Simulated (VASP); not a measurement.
Crystal: Zn.

```
Zn
1.0
     0.00000    2.73837    2.73837
     2.73837    0.00000    2.73837
     2.73837    2.73837    0.00000
Zn
2
Direct
  0.12500 0.12500 0.12500
  0.87500 0.87500 0.87500
```

This isn't the form of Zn at room conditions, which is hcp.

| Property | Result |
| --- | --- |
| Program | VASP 6.6.1 |
| Task | relaxation of cell and atoms |
| Functional | BLYP |
| Potentials or basis | VASP PAW PBE potentials, release 64 (Zn) |
| Cutoff | 600 eV |
| k mesh | 10 × 10 × 10 |
| Occupations | fermi-dirac, width 0.1 eV |
| Spin | no spin polarisation |

At the start: pressure 11.3 GPa; volume 20.53 Å³/atom.

Question: Where does the relaxation end?

Answer: Over 6 steps the energy falls by 189.0 meV/atom and the volume is 27.96 Å³/atom (+36.2 %); space group Fd-3m (No. 227, to 0.1 Å) before and after.

The path:
| step | energy change (eV) | largest force (eV/Å) | pressure (GPa) | volume (Å³) |
| --- | --- | --- | --- | --- |
| 1 | 0.0000 | 0.0000 | 11.31 | 41.07 |
| 2 | -0.3424 | 0.0000 | 2.25 | 50.30 |
| 3 | -0.3723 | 0.0000 | 0.77 | 53.55 |
| 4 | -0.3624 | 0.0000 | -1.02 | 60.47 |
| 5 | -0.3780 | 0.0000 | -0.09 | 56.26 |
| 6 | -0.3780 | 0.0000 | 0.00 | 55.93 |

Final structure:
```
Zn
1.0
     0.00000    3.03524    3.03524
     3.03524    0.00000    3.03524
     3.03524    3.03524    0.00000
Zn
2
Direct
  0.12500 0.12500 0.12500
  0.87500 0.87500 0.87500
```

Caveat: the volume moved by over 15 % at a fixed basis, so the end points are rough; the PAW data sets were made with another functional, which shifts forces and pressure a little.
